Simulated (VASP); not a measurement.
ZnSe: relaxation of cell and atoms with r2SCAN

The system is ZnSe.

```
Zn Se
1.0
     2.83293    2.83293    0.00000
    -2.83293    2.83293    0.00000
     0.00000    2.83293    2.83293
Zn Se
1 1
Direct
  0.00000 0.00000 0.00000
  0.75000 0.25000 0.50000
```

```
Program                : VASP 6.6.1
Task                   : relaxation of cell and atoms
Functional             : r2SCAN
Potentials or basis    : VASP PAW PBE potentials, release 64 (Zn, Se)
Cutoff                 : 600 eV
k mesh                 : 8 × 8 × 8
Occupations            : gaussian, width 0.01 eV
Spin                   : no spin polarisation
Target pressure        : 2 GPa
Dipole correction      : no
Further INCAR settings : ALGO = Normal; EDIFF = 1e-06; IBRION = 2; EDIFFG = -0.002; NSW = 100; ISIF = 3
```

The relaxed volume is 22.11 Å³/atom, the relaxed cell is a = 3.969 Å, b = 3.969 Å, c = 3.969 Å, α = 60.00°, β = 60.00°, γ = 90.00° and the space group after relaxing (to 0.1 Å) is F-43m (No. 216). The energy change on relaxing (the run minimises the enthalpy) is +3.6 meV/atom, the ionic steps are 4 and the pressure after relaxing is 2.0 GPa. The band gap on the k mesh is 1.99 eV.

Step by step:
```tsv
step	energy change (eV)	largest force (eV/Å)	pressure (GPa)	volume (Å³)
1	0.0000	0.0000	0.04	45.47
2	0.0155	0.0000	2.94	43.67
3	0.0079	0.0000	2.09	44.16
4	0.0073	0.0000	2.01	44.22
```

Final structure:
```
Zn Se
1.0
     2.80664    2.80664    0.00000
    -2.80664    2.80664    0.00000
     0.00000    2.80664    2.80664
Zn Se
1 1
Direct
  0.00000 0.00000 0.00000
  0.75000 0.25000 0.50000
```

Levels at points of the mesh, in eV from the valence-band top:
```
           k point  band 5  band 6  band 7  band 8  band 9  band 10  band 11  band 12  band 13
(0.00, 0.00, 0.00)   -6.37   -6.37    0.00    0.00    0.00     1.99     6.30     6.30     6.30
(0.50, 0.00, 0.00)   -6.35   -6.20   -5.50   -0.93   -0.93     3.11     6.86     6.86     9.16
(0.50, 0.50, 0.00)   -6.31   -6.18   -4.92   -2.34   -2.34     3.27     3.87    11.74    12.28
```

Wall time 2.6 min on 1 thread of Intel(R) Xeon(R) Platinum 8375C CPU @ 2.90GHz (Ice Lake), with other jobs on the host, peak memory 0.21 GiB.

Caveat: the cell is relaxed towards a set pressure, so the run minimises the enthalpy, not the energy; the PAW data sets were made with another functional, which shifts forces and pressure a little.
